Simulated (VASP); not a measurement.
A run of VASP 6.6.1:

Contents of INCAR:

```
SYSTEM = LiPb
  PREC = Accurate
  ENCUT = 520
  EDIFF = 1E-7
  ISMEAR = 0
  SIGMA = 0.15
  LREAL = .False.
  LASPH = .True.
  NELM = 100
  ALGO = Fast
  ISIF = 2
  LWAVE = .False.
  LCHARG = .False.
  GGA = PS
  NBANDS = 16
```

Contents of KPOINTS:

```
regular mesh
0
Gamma
  14 14 14
  0 0 0
```

The input POSCAR:

```
LiPb
1.0
    3.5220000000      0.0000000000      0.0000000000
    0.0000000000      3.5220000000      0.0000000000
    0.0000000000      0.0000000000      3.5220000000
Li Pb
1 1
Direct
    0.5000000000      0.5000000000      0.5000000000
    0.0354911982      0.0000000000      0.0000000000
```

Potentials or basis: VASP PAW PBE potentials, release 64 (Li_sv, Pb_d).

Command:

```bash
$ cat potpaw_PBE.64/Li_sv/POTCAR potpaw_PBE.64/Pb_d/POTCAR > POTCAR
$ mpirun -np 1 vasp_std > vasp.out
```

Hardware: 1 thread of Intel(R) Xeon(R) Platinum 8488C (Sapphire Rapids) (shared host).

Estimate the wall time of this run.

Run time: 2.8 min on 1 thread of Intel(R) Xeon(R) Platinum 8488C (Sapphire Rapids), on a shared host, peak memory 0.3 GiB. Counts: scf iterations 19, k points 288.
